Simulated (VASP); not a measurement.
# LaZn (P4/mmm) in VASP: further runs, part 2 of 2

VASP 6.6.1.

### Step 3. Single point, LDA (zz strain of -1 %)

Input file INCAR:

```
  PREC = Accurate
  ENCUT = 520
  EDIFF = 1E-6
  ISMEAR = -1
  SIGMA = 0.05
  LREAL = False
  LASPH = True
  NELM = 80
  ALGO = Normal
  ISIF = 2
  LWAVE = False
  LCHARG = True
  GGA = CA
  LELF = True
  LVHAR = True
  NBANDS = 18
```

Input file KPOINTS:

```
Automatic mesh
0
Gamma
  9 9 9
```

Input file POSCAR:

```
LaZn
1.0
    3.7500000000      0.0000000000      0.0000000000
    0.0000000000      3.7500000000      0.0000000000
    0.0000000000      0.0000000000      3.7125000000
La Zn
1 1
Direct
    0.5000000000      0.5000000000      0.5000000000
    0.0000000000      0.0000000000      0.0000000000
```

Potentials or basis: VASP PAW LDA potentials, release 64 (La, Zn).

Command:

```
$ cat potpaw_LDA.64/La/POTCAR potpaw_LDA.64/Zn/POTCAR > POTCAR
$ mpirun -np 1 vasp_std > vasp.out
```

Run time: 45 s. Hardware: 1 thread of Intel Xeon Platinum 8488C (Sapphire Rapids), shared host; peak memory 0.21 GiB.

The run converged. Its results:

- Free energy: -7.9461 eV
- Pressure: -3.6 GPa
- Band gap on the k mesh: zero (an odd number of electrons rules out a gap without spin polarisation)

Stress tensor (GPa, compression positive):
```
-3.68  0.00  0.00
 0.00 -3.68  0.00
 0.00  0.00 -3.41
```

Levels at points of the mesh, in eV from the Fermi level:
| k point | band 7 | band 8 | band 9 | band 10 | band 11 | band 12 | band 13 | band 14 | band 15 | band 16 |
| --- | --- | --- | --- | --- | --- | --- | --- | --- | --- | --- |
| (0.00, 0.00, 0.00) | -7.02 | -7.02 | -7.02 | -6.08 | -0.41 | -0.41 | 1.61 | 1.61 | 1.64 | 1.74 |

Caveat: the cell differs from its parent crystal (zz strain of -1 %); the cell stands under tension; spin-orbit coupling is left out, which moves the levels of the heavy elements.

### Step 4. Single point, LDA (zz strain of +1 %)

Input file INCAR:

```
SYSTEM = LaZn
PREC = Accurate ; ENCUT = 520
EDIFF = 1E-6 ; ISMEAR = -1
SIGMA = 0.05 ; LREAL = .FALSE.
LASPH = .TRUE. ; NELM = 80
ALGO = Normal ; ISIF = 2
LWAVE = .FALSE. ; LCHARG = .TRUE.
GGA = CA ; LELF = .TRUE.
LVHAR = .TRUE. ; NBANDS = 18
```

Input file KPOINTS:

```
regular mesh
0
G
  9 9 9
  0 0 0
```

Changes to POSCAR since step 3:

```diff
@@ -4,3 +4,3 @@
     0.0000000000      3.7500000000      0.0000000000
-    0.0000000000      0.0000000000      3.7125000000
+    0.0000000000      0.0000000000      3.7875000000
 La Zn
```

Command:

```
$ cat potpaw_LDA.64/La/POTCAR potpaw_LDA.64/Zn/POTCAR > POTCAR
$ mpirun -np 1 vasp_std > vasp.out
```

Run time: 56 s. Hardware: 1 thread of Intel Xeon Platinum 8488C (Sapphire Rapids), shared host; peak memory 0.21 GiB.

It converged, with:

| Property | Result |
| --- | --- |
| Free energy | -7.9199 eV |
| Pressure | -4.4 GPa |
| Band gap on the k mesh | zero (an odd number of electrons rules out a gap without spin polarisation) |

Stress tensor (GPa, compression positive):
```
-4.33  0.00  0.00
 0.00 -4.33  0.00
 0.00  0.00 -4.61
```

Levels at points of the mesh, in eV from the Fermi level:
```csv
k point,band 9,band 10,band 11,band 12,band 13,band 14,band 15,band 16
"(0.00, 0.00, 0.00)",-6.99,-6.03,-0.40,-0.39,1.55,1.58,1.58,1.69
```

Caveat: the cell differs from its parent crystal (zz strain of +1 %); the cell stands under tension; spin-orbit coupling is left out, which moves the levels of the heavy elements.

### Step 5. Single point, LDA (zz strain of +2 %)

Input file INCAR:

```
  PREC = Accurate
  ENCUT = 520
  EDIFF = 1E-6
  ISMEAR = -1
  SIGMA = 0.05
  LREAL = False
  LASPH = True
  NELM = 60
  ALGO = Normal
  ISIF = 2
  LWAVE = False
  LCHARG = True
  GGA = CA
  LELF = True
  LVHAR = True
  NBANDS = 18
```

Input file KPOINTS:

```
Automatic mesh
0
Gamma
  9 9 9
```

Changes to POSCAR since step 4:

```diff
@@ -4,3 +4,3 @@
     0.0000000000      3.7500000000      0.0000000000
-    0.0000000000      0.0000000000      3.7875000000
+    0.0000000000      0.0000000000      3.8250000000
 La Zn
```

Potentials or basis: VASP PAW LDA potentials, release 64 (La, Zn).

Command:

```
$ cat potpaw_LDA.64/La/POTCAR potpaw_LDA.64/Zn/POTCAR > POTCAR
$ mpirun -np 1 vasp_std > vasp.out
```

OUTCAR:

```text
PREC = Accurate
   ENCUT = 520
   EDIFF = 1E-6
   ISMEAR = -1
   LREAL = False
   LASPH = True
   NELM = 60
   ISIF = 2
   GGA = CA

 ion  position               nearest neighbor table
   1  0.500  0.500  0.500-   2 3.27   2 3.27   2 3.27   2 3.27   2 3.27   2 3.27   2 3.27   2 3.27

   2  0.000  0.000  0.000-   1 3.27   1 3.27   1 3.27   1 3.27   1 3.27   1 3.27   1 3.27   1 3.27

  LATTYP: Found a simple tetragonal cell.
 ALAT       =     3.7500000000
 C/A-ratio  =     1.0200000000
[... 693 lines left out ...]

------------------------ aborting loop because EDIFF is reached ----------------------------------------

  FORCE on cell =-STRESS in cart. coord.  units (eV):
  Direction    XX          YY          ZZ          XY          YZ          ZX
  --------------------------------------------------------------------------------------
  -------------------------------------------------------------------------------------
  Total       -1.5434616     -1.5434616     -1.7302004      0.0000000      0.0000000      0.0000000
  in kB      -45.9740142    -45.9740142    -51.5362729      0.0000000      0.0000000      0.0000000
  external PRESSURE =     -47.8281005 kB  Pullay stress =       0.0000000 kB

 VOLUME and BASIS-vectors are now :
 -----------------------------------------------------------------------------
  energy-cutoff  :      520.00
  volume of cell :       53.79
      direct lattice vectors                 reciprocal lattice vectors
     3.750000000  0.000000000  0.000000000     0.266666667  0.000000000  0.000000000
     0.000000000  3.750000000  0.000000000     0.000000000  0.266666667  0.000000000
     0.000000000  0.000000000  3.825000000     0.000000000  0.000000000  0.261437908

 POSITION                                       TOTAL-FORCE (eV/Angst)
 -----------------------------------------------------------------------------------
      1.87500      1.87500      1.91250         0.000000      0.000000      0.000000
      0.00000      0.00000      0.00000         0.000000      0.000000      0.000000
 -----------------------------------------------------------------------------------
    total drift:                               -0.000000      0.000000      0.000000

  FREE ENERGIE OF THE ION-ELECTRON SYSTEM (eV)
  ---------------------------------------------------
  free  energy   TOTEN  =        -7.9039463678 eV

  energy  without entropy=       -7.8803334393  energy(sigma->0) =       -7.89213990
```

OSZICAR:

```text
N       E                     dE             d eps       ncg     rms          rms(c)
DAV:   1     0.169359641996E+03    0.16936E+03   -0.97291E+03  2756   0.195E+03
DAV:   2     0.129515219839E+02   -0.15641E+03   -0.15163E+03  3388   0.281E+02
DAV:   3    -0.668813266560E+01   -0.19640E+02   -0.18902E+02  3588   0.115E+02
DAV:   4    -0.812279215443E+01   -0.14347E+01   -0.13613E+01  5004   0.236E+01
DAV:   5    -0.817840883012E+01   -0.55617E-01   -0.55397E-01  3902   0.412E+00    0.330E+00
DAV:   6    -0.792833617689E+01    0.25007E+00   -0.22298E+00  4116   0.184E+01    0.212E+00
DAV:   7    -0.791169287106E+01    0.16643E-01   -0.19885E-01  3696   0.532E+00    0.992E-01
DAV:   8    -0.790446999655E+01    0.72229E-02   -0.14955E-02  4624   0.108E+00    0.172E-01
DAV:   9    -0.790395562382E+01    0.51437E-03   -0.12250E-03  4390   0.358E-01    0.321E-02
DAV:  10    -0.790394645774E+01    0.91661E-05   -0.14068E-04  4720   0.923E-02    0.821E-03
DAV:  11    -0.790394628755E+01    0.17018E-06   -0.17229E-05  3608   0.465E-02    0.412E-03
DAV:  12    -0.790394636783E+01   -0.80272E-07   -0.11726E-06  2936   0.136E-02
   1 F= -.79039464E+01 E0= -.78921399E+01  d E =-.236129E-01
```

Wall time 41 s (1 thread of Intel Xeon Platinum 8488C (Sapphire Rapids), shared host); peak memory 0.22 GiB.

Results:

```yaml
Free_energy: -7.9039 eV
Pressure: -4.8 GPa
Band_gap_on_the_k_mesh: zero (an odd number of electrons rules out a gap without spin polarisation)
```

Levels at points of the mesh, in eV from the Fermi level:
| k point | band 9 | band 10 | band 11 | band 12 | band 13 | band 14 |
| --- | --- | --- | --- | --- | --- | --- |
| (0.00, 0.00, 0.00) | -6.98 | -6.01 | -0.39 | -0.38 | 1.51 | 1.56 |

Caveat: the cell differs from its parent crystal (zz strain of +2 %); the cell stands under tension; spin-orbit coupling is left out, which moves the levels of the heavy elements.

### Step 6. Overview

```csv
cell,gap on the mesh (eV),pressure (GPa)
"a = 3.750, b = 3.750, c = 3.675 Å, 2 atoms",none,-3.2
"a = 3.750, b = 3.750, c = 3.712 Å, 2 atoms",none,-3.6
"a = 3.750, b = 3.750, c = 3.788 Å, 2 atoms",none,-4.4
"a = 3.750, b = 3.750, c = 3.825 Å, 2 atoms",none,-4.8
```

Alike in all rows: task single point; level LDA; potentials or basis VASP PAW LDA potentials, release 64 (La, Zn); no spin polarisation; k mesh 9 × 9 × 9; cutoff (eV) 520; smearing fermi-dirac 0.05 eV.

Caveats: the cell stands under tension; spin-orbit coupling is left out, which moves the levels of the heavy elements.

Total energies depend on the potentials used, so only differences within one code and one set of settings carry meaning.
